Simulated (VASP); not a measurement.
## Y2HfF: single point with PBE

The system is Y2HfF.

```
CELL_PARAMETERS angstrom
4.73350 0.00000 0.00000
0.00000 4.73350 0.00000
0.00000 0.00000 8.64463
ATOMIC_POSITIONS crystal
Y 0.00000 0.50000 0.67042
Y 0.50000 0.00000 0.32958
Y 0.50000 0.50000 0.00000
Y 0.00000 0.00000 0.00000
Hf 0.50000 0.00000 0.71822
Hf 0.00000 0.50000 0.28178
F 0.00000 0.50000 0.00769
F 0.50000 0.00000 0.99231
```

The cell was generated, and may not be a known phase.

```
Program             : VASP 6.6.1
Task                : single point
Functional          : PBE
Potentials or basis : VASP PAW PBE potentials, release 64 (Y_sv, Hf_pv, F)
Cutoff              : 520 eV
k mesh              : 8 × 8 × 6
Occupations         : gaussian, width 0.1 eV
Spin                : no spin polarisation
```

- Pressure: -0.2 GPa
- Largest force: 0.051 eV/Å
- Band gap on the k mesh: zero (bands 39 and 40 overlap by 0.59 eV)

Forces on the atoms (eV/Å):
```
Y    0.000  0.000 -0.005
Y    0.000  0.000  0.005
Y    0.000  0.000  0.000
Y    0.000  0.000  0.000
Hf   0.000  0.000  0.046
Hf   0.000  0.000 -0.046
F    0.000  0.000  0.051
F    0.000  0.000 -0.051
```

Stress tensor (GPa, compression positive):
```
-0.12  0.00  0.00
 0.00 -0.12  0.00
 0.00  0.00 -0.41
```

Levels at points of the mesh, in eV from the Fermi level:
```csv
k point,band 37,band 38,band 39,band 40,band 41,band 42
"(0.00, 0.00, 0.00)",-0.84,-0.72,-0.04,0.02,0.02,0.17
"(0.50, 0.00, 0.00)",-0.29,-0.29,0.29,0.29,0.42,0.42
"(0.50, 0.50, 0.00)",-0.55,-0.55,0.00,0.00,0.58,0.58
"(0.00, 0.00, 0.50)",-1.22,-0.32,-0.28,0.19,0.53,1.01
"(0.50, 0.00, 0.50)",-0.39,-0.39,0.45,0.45,0.49,0.49
"(0.50, 0.50, 0.50)",-0.78,-0.78,0.28,0.28,0.66,0.66
```

It took 6.2 min on 1 thread of AMD EPYC 9R45 96-Core Processor (Zen 5), with other jobs on the host, peak memory 0.59 GiB.

Caveat: spin-orbit coupling is left out, which moves the levels of the heavy elements.
